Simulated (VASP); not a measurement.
A run of VASP 6.6.1 is set up as follows.

Contents of INCAR:

```
  ALGO = Normal
  EDIFF = 1E-6
  ENCUT = 520
  GGA = PE
  ISIF = 2
  ISMEAR = -1
  LASPH = True
  LCHARG = True
  LELF = True
  LREAL = False
  LVHAR = True
  LWAVE = False
  NBANDS = 26
  NELM = 100
  PREC = Accurate
  SIGMA = 0.01
```

File KPOINTS:

```
k-points
0
Gamma
  10 10 6
```

File POSCAR:

```
GaN
1.0
    3.2186213459      0.0000000000      0.0000000000
   -1.6093106730      2.7874078507      0.0000000000
    0.0000000000      0.0000000000      5.2435339944
Ga N
2 2
Direct
    0.6666666667      0.3333333333      0.4991368659
    0.3333333333      0.6666666667      0.9991368659
    0.6666666667      0.3333333333      0.8758631341
    0.3333333333      0.6666666667      0.3758631341
```

Potentials or basis: VASP PAW PBE potentials, release 64 (Ga_d, N).

The run is started by

```sh
$ cat potpaw_PBE.64/Ga_d/POTCAR potpaw_PBE.64/N/POTCAR > POTCAR
$ mpirun -np 1 vasp_std > vasp.out
```

Task: What does it give for the band gap on the k mesh?

Result: 1.71 eV.

Task: Estimate the pressure.

Result: 0.1 GPa.
